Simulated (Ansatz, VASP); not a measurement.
**One calculation of SiNi, two programs**

Contents of POSCAR:

```
SiNi
1.0
    2.9427706600      0.0000000000      0.0000000000
    0.0000000000      3.2803255400      0.0000000000
    0.0000000000      0.0000000000      4.6774467600
Ni Si
2 2
Direct
    0.5000000000      0.5000000000      0.3424955900
    0.0000000000      0.0000000000      0.6575044100
    0.5000000000      0.5000000000      0.8431431600
    0.0000000000      0.0000000000      0.1568568400
```

INCAR.step1

```
ALGO     = Normal         # electronic algorithm
EDIFF    = 1E-5           # SCF threshold, eV
ENCUT    = 660            # plane-wave cutoff, eV
GGA      = PE             # functional
GGA_COMPAT= False        
ISMEAR   = -1             # smearing method
ISPIN    = 2              # spin polarisation
LASPH    = True           # aspherical terms in the spheres
LCHARG   = False          # write CHGCAR
LDAU     = True           # DFT+U
LDAUJ    = 0 0          
LDAUL    = 2 -1           # shell
LDAUTYPE = 2            
LDAUU    = 5 0            # U, eV
LMAXMIX  = 4              # l up to which the mixer works
LREAL    = False          # projectors in reciprocal space
LWAVE    = True           # write WAVECAR
MAGMOM   = 1 1 0 0        # initial moments
NBANDS   = 26             # bands
NELM     = 200            # most SCF steps
PREC     = Accurate       # precision mode
SIGMA    = 0.05           # smearing width, eV
```

The input INCAR.step2:

```
ALGO     = Normal         # electronic algorithm
EDIFF    = 1E-6           # SCF threshold, eV
ENCUT    = 660            # plane-wave cutoff, eV
GGA_COMPAT= False        
ISIF     = 2              # what is computed and relaxed
ISMEAR   = -1             # smearing method
ISPIN    = 2              # spin polarisation
ISTART   = 1            
LASPH    = True           # aspherical terms in the spheres
LCHARG   = False          # write CHGCAR
LDAU     = True           # DFT+U
LDAUJ    = 0 0          
LDAUL    = 2 -1           # shell
LDAUPRINT= 1            
LDAUTYPE = 2            
LDAUU    = 5 0            # U, eV
LMAXMIX  = 4              # l up to which the mixer works
LMIXTAU  = True         
LORBIT   = 11             # projections on sites
LREAL    = False          # projectors in reciprocal space
LWAVE    = False          # write WAVECAR
MAGMOM   = 1 1 0 0        # initial moments
METAGGA  = R2SCAN         # meta-GGA
NBANDS   = 26             # bands
NELM     = 200            # most SCF steps
PREC     = Accurate       # precision mode
SIGMA    = 0.05           # smearing width, eV
```

KPOINTS

```
k-points
0
Gamma
  9 8 6
```

The input input.yaml:

```yaml
crystal:
  lattice:
    - [2.94277066, 0.0, 0.0]
    - [0.0, 3.28032554, 0.0]
    - [0.0, 0.0, 4.67744676]
  atoms:
    - { symbol: Ni, position: [0.5, 0.5, 0.34249559], spin: 1.0 }
    - { symbol: Ni, position: [0.0, 0.0, 0.65750441], spin: 1.0 }
    - { symbol: Si, position: [0.5, 0.5, 0.84314316] }
    - { symbol: Si, position: [0.0, 0.0, 0.15685684] }
hamiltonian:
  xc: r2scan
  pseudopotentials: { kind: paw }
  hubbard: { sites: [{ species: Ni, l: d, u_eff: 5.0 }] }
magnetization:
  spin_polarized: true
kpoints:
  mp_grid: { grid: [9, 8, 6] }
  band_path:
    path:
      - [[0.0, 0.0, 0.0], [0.5, 0.0, 0.0], [0.5, 0.5, 0.0], [0.0, 0.5, 0.0], [0.0, 0.0, 0.0], [0.0, 0.0, 0.5], [0.5, 0.0, 0.5], [0.5, 0.5, 0.5], [0.0, 0.5, 0.5], [0.0, 0.0, 0.5]]
      - [[0.0, 0.5, 0.0], [0.0, 0.5, 0.5]]
      - [[0.5, 0.0, 0.5], [0.5, 0.0, 0.0]]
      - [[0.5, 0.5, 0.0], [0.5, 0.5, 0.5]]
    npoints: 14
scf:
  occupations: { method: fermi_dirac, width: 0.05 }
  n_extra_bands: 10
output:
  forces: true
  stress: true
  eigenvalues: true
  fatbands: false
```

Alike in both runs: functional r2SCAN; k mesh 9 × 8 × 6; occupations fermi-dirac, width 0.05 eV; collinear spin; Hubbard terms Ni d U = 5.0 eV.

```csv
,VASP,Ansatz
version,VASP 6.6.1,Ansatz 0.2.0
potentials or method,"VASP PAW PBE potentials, release 64 (Ni, Si)",Ansatz PAW
plane-wave cutoff (eV),660,500
valence electrons in the cell,28,44
task,single point,band structure
```

|  | VASP | Ansatz | Ansatz less VASP |
| --- | --- | --- | --- |
| gap on the k mesh at the Fermi level (eV) | none | none | - |
| pressure (GPa) | -7.7 | -0.5 | +7.17 |
| traceless stress, the component that is largest in VASP (GPa) | -1.40 | -0.59 | +0.812 |
| rms of the force components (eV/Å) | 0.120 | 0.036 | -0.0843 |
| net moment per atom (μB) | 0.00 | 0.00 | 0.000 |

VASP's potentials were made for PBE, not for r2SCAN. The programs project onto different local orbitals, so the same U acts differently, and such runs can settle in different states. Atom by atom the forces differ by 0.097 eV/Å (rms over components). A gap of «none» marks a metal or a gap that the smearing closes. VASP's potentials hold 28 valence electrons a cell and Ansatz's 44, so a difference there can come from the potentials and not from the codes.

Noted on Ansatz's run: the magnetic or orbital state may not be the lowest.
